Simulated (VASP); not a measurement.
# SnSe2 in VASP: settings compared

Aim: see how the results for SnSe2 move with the level of theory and the settings. Levels: r2SCAN, PBE. Tasks: single point.

Everything below comes from runs of VASP 6.6.1. Logs are shortened: lines on timing, memory, paths and dates and some standing lists are left out, and cuts for length are marked.

### 1 The cell of the first run

Symmetry: C2/m, No. 12, monoclinic system. Conventional cell: a = 6.625 Å, b = 3.787 Å, c = 6.227 Å, α = 90.00°, β = 90.00°, γ = 90.00°. Sn (site symmetry 2/m) has 6 Se at 2.70 to 2.72 Å within 3.6 Å. Se (site symmetry m) has 3 Sn at 2.70 to 2.72 Å within 3.6 Å.

### 2 Single point, r2SCAN (uniaxial x strain -1.0%)

POSCAR

```
SnSe2
1.0
    3.7868978371      0.0000000000      0.0000000000
   -1.8934489185      3.3126764934      0.0000000000
    0.0000000000      0.0000000000      6.2270790464
Sn Se
1 2
Direct
    0.0000000000      0.0000000000      0.0000000000
    0.3331776924      0.6663553849      0.2540392226
    0.6668223076      0.3336446151      0.7459607774
```

INCAR.step1

```
PREC = Accurate
ENCUT = 520
ISMEAR = 0
SIGMA = 0.01
LREAL = False
LASPH = True
NELM = 80
NBANDS = 20
GGA = PE
ALGO = Normal
EDIFF = 1E-4
LWAVE = True
LCHARG = False
```

INCAR.step2

```
PREC = Accurate
ENCUT = 520
EDIFF = 1E-6
ISMEAR = 0
SIGMA = 0.01
LREAL = False
LASPH = True
NELM = 80
ALGO = Normal
ISIF = 2
LWAVE = False
LCHARG = True
METAGGA = R2SCAN
LMIXTAU = True
LELF = True
LVHAR = True
NBANDS = 20
ISTART = 1
```

KPOINTS

```
regular mesh
0
Gamma
  12 12 4
```

Potentials or basis: VASP PAW PBE potentials, release 64 (Sn_d, Se).

Started as:

```
$ cat potpaw_PBE.64/Sn_d/POTCAR potpaw_PBE.64/Se/POTCAR > POTCAR
$ cp INCAR.step1 INCAR
$ mpirun -np 1 vasp_std > vasp.out
$ cp INCAR.step2 INCAR
$ mpirun -np 1 vasp_std > vasp.out
```

OUTCAR:

```text
PREC = Accurate
   ENCUT = 520
   EDIFF = 1E-6
   ISMEAR = 0
   LREAL = False
   LASPH = True
   NELM = 80
   ISIF = 2
   METAGGA = R2SCAN
   ISTART = 1

 ion  position               nearest neighbor table
   1  0.000  0.000  0.000-   2 2.70   3 2.70   3 2.70   2 2.70   3 2.72   2 2.72
   2  0.333  0.666  0.254-   1 2.70   1 2.70   1 2.72
   3  0.667  0.334  0.746-   1 2.70   1 2.70   1 2.72

  LATTYP: Found a base centered orthorhombic cell.
 ALAT       =     3.7868978371
 B/A-ratio  =     1.7495462703
 C/A-ratio  =     1.6443747136

  Lattice vectors:

 A1 = (   1.8934489185,  -3.3126764934,   0.0000000000)
 A2 = (   1.8934489186,   3.3126764934,   0.0000000000)
 A3 = (   0.0000000000,   0.0000000000,   6.2270790464)

Analysis of symmetry for initial positions (statically):
=====================================================================
 Subroutine PRICEL returns:
 Original cell was already a primitive cell.

 Routine SETGRP: Setting up the symmetry group for a
 base centered orthorhombic supercell.

 Subroutine GETGRP returns: Found  4 space group operations
 (whereof  4 operations were pure point group operations)
 out of a pool of  8 trial point group operations.

The static configuration has the point symmetry C_2h.

Analysis of symmetry for dynamics (positions and initial velocities):
=====================================================================
 Subroutine PRICEL returns:
 Original cell was already a primitive cell.

 Routine SETGRP: Setting up the symmetry group for a
 base centered orthorhombic supercell.

 Subroutine GETGRP returns: Found  4 space group operations
 (whereof  4 operations were pure point group operations)
 out of a pool of  8 trial point group operations.

The dynamic configuration has the point symmetry C_2h.

 Subroutine INISYM returns: Found  4 space group operations
 (whereof  4 operations are pure point group operations),
 and found     1 'primitive' translations

----------------------------------------------------------------------------------------

                                     Primitive cell

  volume of cell :      78.1173

  direct lattice vectors                    reciprocal lattice vectors
[... 77 lines left out ...]
   NGX,Y,Z   is equivalent  to a cutoff of  12.29, 12.20, 12.81 a.u.
   NGXF,Y,Z  is equivalent  to a cutoff of  24.58, 24.40, 25.63 a.u.
 SYSTEM =  unknown system
   PREC   = accura    normal or accurate (medium, high low for compatibility)
   ISTART =      1    job   : 0-new  1-cont  2-samecut
   ICHARG =      0    charge: 1-file 2-atom 10-const
   ISPIN  =      1    spin polarized calculation?
   LNONCOLLINEAR =      F non collinear calculations
   LSORBIT =      F    spin-orbit coupling
   LASPH  =      T    aspherical Exc in radial PAW
   ENCUT  =  520.0 eV  38.22 Ry    6.18 a.u.   7.04  7.09 11.58*2*pi/ulx,y,z
   NELM   =     80;   NELMIN=  2; NELMDL=  0     # of ELM steps
   EDIFF  = 0.1E-05   stopping-criterion for ELM
   LREAL  =      F    real-space projection
   EDIFFG = 0.1E-04   stopping-criterion for IOM
   NSW    =      0    number of steps for IOM
   IBRION =     -1    ionic relax: 0-MD 1-quasi-New 2-CG
   NFREE  =      0    steps in history (QN), initial steepest desc. (CG)
   ISIF   =      2    stress and relaxation
   ISYM   =      2    0-nonsym 1-usesym 2-fastsym
   POTIM  = 0.5000    time-step for ionic-motion
   TEBEG  =    0.0;   TEEND  =   0.0 temperature during run
   PSTRESS=    0.0 pullay stress
   NELECT =      26.0000    total number of electrons
   NUPDOWN=      -1.0000    fix difference up-down
   EMIN   =  10.00;   EMAX   =-10.00  energy-range for DOS
   EFERMI =   0.00;   METHOD = LEGACY
   ISMEAR =     0;   SIGMA  =   0.01  broadening in eV -4-tet -1-fermi 0-gaus
   EFERMI_NEDOS =   21; number of points for ismear=-14 and -15
   IALGO  =     38    algorithm
   IMIX   =      4    mixing-type and parameters
     AMIX     =   0.40;   BMIX     =  1.00
     AMIX_MAG =   1.60;   BMIX_MAG =  1.00
  volume/ion in A,a.u.               =      26.04       175.72
  Fermi-wavevector in a.u.,A,eV,Ry     =   1.134533  2.143956 17.512930  1.287164
  Thomas-Fermi vector in A             =   2.271237
   LORBIT       =      0    0 simple, 1 ext, 2 COOP (PROOUT), +10 PAW based schemes
   METAGGA = R2SCAN    functional components
   LHFCALC =     F    Hartree Fock is set to
   AEXX    =    0.0000 exact exchange contribution
   IVDW    =     0    specifies the selected vdW correction
   LEPSILON=     F    determine dielectric tensor
   LRPA    =     F    only Hartree local field effects (RPA)
 non-spin polarized calculation
 Gauss-broadening in eV      SIGMA  =   0.01
  energy-cutoff  :      520.00
  volume of cell :       78.12
 maximum number of plane-waves:      2126
   NGX = 15   NGY = 15   NGZ = 23

 number of electron      25.9999996 magnetization

 Free energy of the ion-electron system (eV)
  ---------------------------------------------------
  ext. energy  EPLUGINS =         0.00000000
  ---------------------------------------------------
  free energy    TOTEN  =       -54.61755051 eV

  energy without entropy =      -54.61755051  energy(sigma->0) =      -54.61755051

 E-fermi :   3.7851     XC(G=0):  -9.9721

 val. band max:        3.7419132659   @ k =   0.0000  -0.1667   0.2500
 cond. band min:       4.7348738790   @ k =   0.5000   0.0000   0.5000
 fundamental gap:      0.9929606131
 Fermi energy:         3.7850600330

 k-point     1 :       0.0000    0.0000    0.0000
  band No.  band energies     occupation
      1     -18.1395      2.00000
      2     -18.1356      2.00000
      3     -18.0785      2.00000
      4     -18.0723      2.00000
      5     -18.0696      2.00000
      6     -10.5803      2.00000
[... 541 lines left out ...]
     19      13.7735      0.00000
     20      14.6828      0.00000

 [... further k-points ...]
[... 5 lines left out ...]
  --------------------------------------------------------------------------------------
  -------------------------------------------------------------------------------------
  Total        1.0567883      0.6349622      0.5188891      0.0000000     -0.0128238     -0.0000000
  in kB       21.6746255     13.0230131     10.6423643      0.0000000     -0.2630153     -0.0000000
  external PRESSURE =      15.1133343 kB  Pullay stress =       0.0000000 kB

 VOLUME and BASIS-vectors are now :
 -----------------------------------------------------------------------------
  energy-cutoff  :      520.00
  volume of cell :       78.12
      direct lattice vectors                 reciprocal lattice vectors
     3.786897837  0.000000000  0.000000000     0.264068386  0.150935354  0.000000000
    -1.893448919  3.312676493  0.000000000     0.000000000  0.301870708  0.000000000
     0.000000000  0.000000000  6.227079046     0.000000000  0.000000000  0.160588936

 POSITION                                       TOTAL-FORCE (eV/Angst)
 -----------------------------------------------------------------------------------
      0.00000      0.00000      0.00000         0.000000      0.000000      0.000000
     -0.00000      2.20742      1.58192        -0.000000     -0.002460     -0.020931
      1.89345      1.10526      4.64516         0.000000      0.002460      0.020931
 -----------------------------------------------------------------------------------
    total drift:                               -0.000000      0.000000     -0.000000

  FREE ENERGIE OF THE ION-ELECTRON SYSTEM (eV)
  ---------------------------------------------------
  free  energy   TOTEN  =       -54.6175505110 eV

  energy  without entropy=      -54.6175505110  energy(sigma->0) =      -54.61755051
```

OUTCAR.step1:

```text
PREC = Accurate
   ENCUT = 520
   ISMEAR = 0
   LREAL = False
   LASPH = True
[... 778 lines left out ...]
      0.00000      0.00000      0.00000         0.000000      0.000000      0.000000
     -0.00000      2.20742      1.58192        -0.000000     -0.007824      0.278287
      1.89345      1.10526      4.64516         0.000000      0.007824     -0.278287
 -----------------------------------------------------------------------------------
    total drift:                               -0.000000      0.000000     -0.000000

  FREE ENERGIE OF THE ION-ELECTRON SYSTEM (eV)
  ---------------------------------------------------
  free  energy   TOTEN  =       -11.8104246794 eV

  energy  without entropy=      -11.8104246794  energy(sigma->0) =      -11.81042468
```

Run time: 12 min. Hardware: 1 thread of Oxide Virtual Turin-like, shared host; peak memory 0.34 GiB.

Results:

* Free energy: -54.6176 eV
* Pressure: 1.5 GPa
* Largest force: 0.021 eV/Å
* Band gap on the k mesh: 0.99 eV, indirect (least direct gap 1.49 eV)

Forces on the atoms (eV/Å):
```
Sn   0.000  0.000  0.000
Se   0.000 -0.002 -0.021
Se   0.000  0.002  0.021
```

Caveat: the cell differs from its parent crystal (uniaxial x strain -1.0%); the PAW data sets were made with another functional, which shifts forces and pressure a little; spin-orbit coupling is left out, which moves the levels of the heavy elements. A k mesh can miss the band edges.

### 3 Single point, PBE (shear xy strain +4.0%)

INCAR

```
PREC = Accurate ; ENCUT = 520
EDIFF = 1E-6 ; ISMEAR = -1
SIGMA = 0.02 ; LREAL = False
LASPH = True ; NELM = 100
ALGO = Normal ; ISIF = 2
LWAVE = False ; LCHARG = True
GGA = PE ; LELF = True
LVHAR = True ; NBANDS = 20
```

KPOINTS is that of step 2.

POSCAR

```
SnSe2
1.0
    3.8251493304      0.0765029866      0.0000000000
   -1.8463211353      3.2744250001      0.0000000000
    0.0000000000      0.0000000000      6.2270790464
Sn Se
1 2
Direct
    0.0000000000      0.0000000000      0.0000000000
    0.3346933374      0.6664557227      0.2530824787
    0.6653066626      0.3335442773      0.7469175213
```

Potentials or basis: VASP PAW PBE potentials, release 64 (Sn_d, Se).

Started as:

```
$ cat potpaw_PBE.64/Sn_d/POTCAR potpaw_PBE.64/Se/POTCAR > POTCAR
$ mpirun -np 1 vasp_std > vasp.out
```

OUTCAR:

```text
PREC = Accurate
   ENCUT = 520
   EDIFF = 1E-6
   ISMEAR = -1
   LREAL = False
   LASPH = True
   NELM = 100
   ISIF = 2
   GGA = PE

 ion  position               nearest neighbor table
   1  0.000  0.000  0.000-   2 2.69   3 2.69   2 2.71   3 2.71   3 2.74   2 2.74
   2  0.335  0.666  0.253-   1 2.69   1 2.71   1 2.74
   3  0.665  0.334  0.747-   1 2.69   1 2.71   1 2.74

  Warning from LATTYP: Monoclinic adjustment (A1->A3, A2->A1, A3->A2)!
  LATTYP: Found a simple monoclinic cell.
 ALAT       =     3.7590904240
 B/A-ratio  =     1.6565387751
 C/A-ratio  =     1.0177766034
 COS(beta)  =    -0.4736455830

  Lattice vectors:

 A1 = (  -1.8463211353,   3.2744250001,   0.0000000000)
 A2 = (   0.0000000000,   0.0000000000,   6.2270790464)
 A3 = (   3.8251493304,   0.0765029866,   0.0000000000)

Analysis of symmetry for initial positions (statically):
=====================================================================
 Subroutine PRICEL returns:
 Original cell was already a primitive cell.

 Routine SETGRP: Setting up the symmetry group for a
 simple monoclinic supercell.

[... 159 lines left out ...]
 Free energy of the ion-electron system (eV)
  ---------------------------------------------------
  ext. energy  EPLUGINS =         0.00000000
  ---------------------------------------------------
  free energy    TOTEN  =       -11.80888624 eV

  energy without entropy =      -11.80888622  energy(sigma->0) =      -11.80888623

 E-fermi :   4.2741     XC(G=0):  -9.3771

 val. band max:        4.0010880752   @ k =   0.0833   0.0833   0.0000
 cond. band min:       4.5303663102   @ k =   0.5000   0.5000   0.2500
 fundamental gap:      0.5292782351
 Fermi energy:         4.2740665971

 k-point     1 :       0.0000    0.0000    0.0000
  band No.  band energies     occupation
      1     -17.2925      2.00000
      2     -17.2777      2.00000
      3     -17.2474      2.00000
      4     -17.2408      2.00000
      5     -17.2309      2.00000
      6      -9.8320      2.00000
[... 541 lines left out ...]
     19      12.5975      0.00000
     20      13.8972      0.00000

 [... further k-points ...]
[... 5 lines left out ...]
  --------------------------------------------------------------------------------------
  -------------------------------------------------------------------------------------
  Total        1.4401978      1.5185398      1.5229385     -0.7432401      0.0008365      0.0736787
  in kB       29.2546343     30.8459907     30.9353412    -15.0973829      0.0169920      1.4966311
  external PRESSURE =      30.3453220 kB  Pullay stress =       0.0000000 kB

 VOLUME and BASIS-vectors are now :
 -----------------------------------------------------------------------------
  energy-cutoff  :      520.00
  volume of cell :       78.87
      direct lattice vectors                 reciprocal lattice vectors
     3.825149330  0.076502987  0.000000000     0.258512400  0.145765106  0.000000000
    -1.846321135  3.274425000  0.000000000    -0.006039830  0.301991505  0.000000000
     0.000000000  0.000000000  6.227079046     0.000000000  0.000000000  0.160588936

 POSITION                                       TOTAL-FORCE (eV/Angst)
 -----------------------------------------------------------------------------------
      0.00000      0.00000      0.00000         0.000000     -0.000000      0.000000
      0.04976      2.20786      1.57596         0.020707      0.000177      0.277335
      1.92907      1.14306      4.65111        -0.020707     -0.000177     -0.277335
 -----------------------------------------------------------------------------------
    total drift:                                0.000000      0.000000      0.000000

  FREE ENERGIE OF THE ION-ELECTRON SYSTEM (eV)
  ---------------------------------------------------
  free  energy   TOTEN  =       -11.8088862376 eV

  energy  without entropy=      -11.8088862214  energy(sigma->0) =      -11.80888623
```

OSZICAR:

```text
N       E                     dE             d eps       ncg     rms          rms(c)
DAV:   1     0.205905138996E+03    0.20591E+03   -0.12154E+04 11900   0.146E+03
DAV:   2     0.118367870045E+02   -0.19407E+03   -0.18682E+03 12508   0.385E+02
DAV:   3    -0.112305079757E+02   -0.23067E+02   -0.22559E+02 14072   0.114E+02
DAV:   4    -0.120518499004E+02   -0.82134E+00   -0.81996E+00 13884   0.227E+01
DAV:   5    -0.120718614110E+02   -0.20012E-01   -0.20010E-01 16096   0.370E+00    0.498E+00
DAV:   6    -0.118255044720E+02    0.24636E+00   -0.51764E-01 17792   0.737E+00    0.321E+00
DAV:   7    -0.118083667360E+02    0.17138E-01   -0.15241E-01 13476   0.243E+00    0.102E+00
DAV:   8    -0.118083577405E+02    0.89955E-05   -0.11958E-02 14332   0.102E+00    0.276E-01
DAV:   9    -0.118088487057E+02   -0.49097E-03   -0.15227E-03 13268   0.295E-01    0.842E-02
DAV:  10    -0.118088563463E+02   -0.76407E-05   -0.11959E-04 15228   0.761E-02    0.335E-02
DAV:  11    -0.118088860326E+02   -0.29686E-04   -0.43651E-05 12912   0.369E-02    0.814E-03
DAV:  12    -0.118088862376E+02   -0.20494E-06   -0.23479E-06 12700   0.113E-02
   1 F= -.11808886E+02 E0= -.11808886E+02  d E =-.161786E-07
```

It took 4.8 min on 1 thread of Oxide Virtual Turin-like, shared host; peak memory 0.49 GiB.

Results:

```yaml
Free_energy: -11.8089 eV
Pressure: 3.0 GPa
Largest_force: 0.278 eV/Å
Band_gap_on_the_k_mesh: 0.53 eV, indirect (least direct gap 1.11 eV)
```

Forces on the atoms (eV/Å):
```
Sn   0.000  0.000  0.000
Se   0.021  0.000  0.277
Se  -0.021  0.000 -0.277
```

Stress tensor (GPa, compression positive):
```
 2.93 -1.51  0.15
-1.51  3.08  0.00
 0.15  0.00  3.09
```

Caveat: the cell differs from its parent crystal (shear xy strain +4.0%); spin-orbit coupling is left out, which moves the levels of the heavy elements.
